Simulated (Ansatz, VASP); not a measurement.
**AlN in VASP and in Ansatz**

File INCAR:

```
SYSTEM = AlN
PREC = Accurate ; ENCUT = 520
EDIFF = 1E-6 ; ISMEAR = 0
SIGMA = 0.05 ; LREAL = .FALSE.
LASPH = .TRUE. ; NELM = 80
ALGO = Normal ; ISIF = 2
LWAVE = .FALSE. ; LCHARG = .FALSE.
GGA = PE ; NBANDS = 16
```

The input KPOINTS:

```
regular mesh
0
G
  9 9 6
  0 0 0
```

Contents of POSCAR:

```
AlN
1.0
    3.0516417575      0.0000000000      0.0000000000
   -1.5258208787      2.6427992853      0.0000000000
    0.0000000000      0.0000000000      4.8915323900
Al N
2 2
Direct
    0.3145786745      0.6666666667      0.0017290859
    0.6854213255      0.3333333333      0.5017290859
    0.3499209514      0.6666666667      0.3832709141
    0.6500790486      0.3333333333      0.8832709141
```

Input for Ansatz:

```yaml
crystal:
  lattice:
    - [3.0516417575, 0.0, 0.0]
    - [-1.5258208787, 2.6427992853, 0.0]
    - [0.0, 0.0, 4.89153239]
  atoms:
    - { symbol: Al, position: [0.3145786745, 0.6666666667, 0.0017290859] }
    - { symbol: Al, position: [0.6854213255, 0.3333333333, 0.5017290859] }
    - { symbol: "N", position: [0.3499209514, 0.6666666667, 0.3832709141] }
    - { symbol: "N", position: [0.6500790486, 0.3333333333, 0.8832709141] }
basis:
  ecutwfc: 520.0
kpoints:
  mp_grid: { grid: [9, 9, 6] }
hamiltonian:
  xc: pbe
  pseudopotentials: { kind: paw, azcp: { folder: soft_1 } }
scf:
  occupations: { method: gaussian, width: 0.05 }
output:
  forces: true
  stress: true
  eigenvalues: true
  write_density: true
  write_potential: true
  elf: true
  volumetric_format: npy
```

Change from the starting cell: mode 4 frozen in at -0.059 Å, equal normal strain along x, y and z -0.0250.

Alike in both runs: task single point; functional PBE; k mesh 9 × 9 × 6; occupations gaussian, width 0.05 eV; no spin polarisation.

|  | VASP | Ansatz |
| --- | --- | --- |
| version | VASP 6.6.1 | Ansatz 0.2.0 |
| potentials or method | VASP PAW PBE potentials, release 64 (Al, N), cutoff 520 eV | scalar-relativistic, plane waves, PAW |
| valence electrons in the cell | 16 | 16 |

```csv
,VASP,Ansatz,Ansatz less VASP
gap on the k mesh at the Fermi level (eV),4.68,4.67,-0.013
least direct gap on the mesh (eV),4.68,4.67,-0.013
pressure (GPa),16.8,17.0,+0.14
"traceless stress, the component that is largest in VASP (GPa)",-0.65,-0.68,-0.028
rms of the force components (eV/Å),0.145,0.145,-0.0007
```

Atom by atom the forces differ by 0.001 eV/Å (rms over components).
